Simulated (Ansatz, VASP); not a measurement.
## One calculation of SnTe, two programs

The input INCAR:

```
SYSTEM = SnTe
PREC = Accurate ; ENCUT = 520
EDIFF = 1E-7 ; ISMEAR = -1
SIGMA = 0.05 ; LREAL = .False.
LASPH = .True. ; NELM = 100
ALGO = Normal ; ISIF = 2
LWAVE = .False. ; LCHARG = .False.
GGA = PE ; NBANDS = 17
```

The input KPOINTS:

```
regular mesh
0
Gamma
  13 13 13
  0 0 0
```

Contents of POSCAR:

```
SnTe
1.0
    3.7263975104      0.0000000000      0.0000000000
    0.0000000000      3.7263975104      0.0000000000
    0.0000000000      0.0000000000      3.7263975104
Sn Te
1 1
Direct
    0.0000000000      0.0000000000      0.0000000000
    0.5000000000      0.5000000000      0.5000000000
```

Input for Ansatz:

```yaml
crystal:
  lattice:
    - [3.7263975104, 0.0, 0.0]
    - [0.0, 3.7263975104, 0.0]
    - [0.0, 0.0, 3.7263975104]
  atoms:
    - { symbol: Sn, position: [0.0, 0.0, 0.0] }
    - { symbol: Te, position: [0.5, 0.5, 0.5] }
kpoints:
  mp_grid: { grid: [13, 13, 13] }
scf:
  occupations: { method: fermi_dirac, width: 0.05 }
hamiltonian:
  xc: pbe
  pseudopotentials: { kind: paw }
output:
  forces: true
  stress: true
  eigenvalues: true
  populations: true
```

Change from the starting cell: volume scaled by 0.88, PAW files.

Alike in both runs: task single point; functional PBE; k mesh 13 × 13 × 13; occupations fermi-dirac, width 0.05 eV; no spin polarisation.

```csv
,VASP,Ansatz
version,VASP 6.6.1,Ansatz 0.2.0
potentials or method,"VASP PAW PBE potentials, release 64 (Sn_d, Te)","PAW with Ansatz's default frozen-core files, scalar-relativistic"
plane-wave cutoff (eV),520,420
valence electrons in the cell,20,30
```

```tsv
	VASP	Ansatz	Ansatz less VASP
pressure (GPa)	6.9	6.9	+0.03
```

VASP's potentials hold 20 valence electrons a cell and Ansatz's 30, so a difference there can come from the potentials and not from the codes.

Spin-orbit coupling is off throughout.
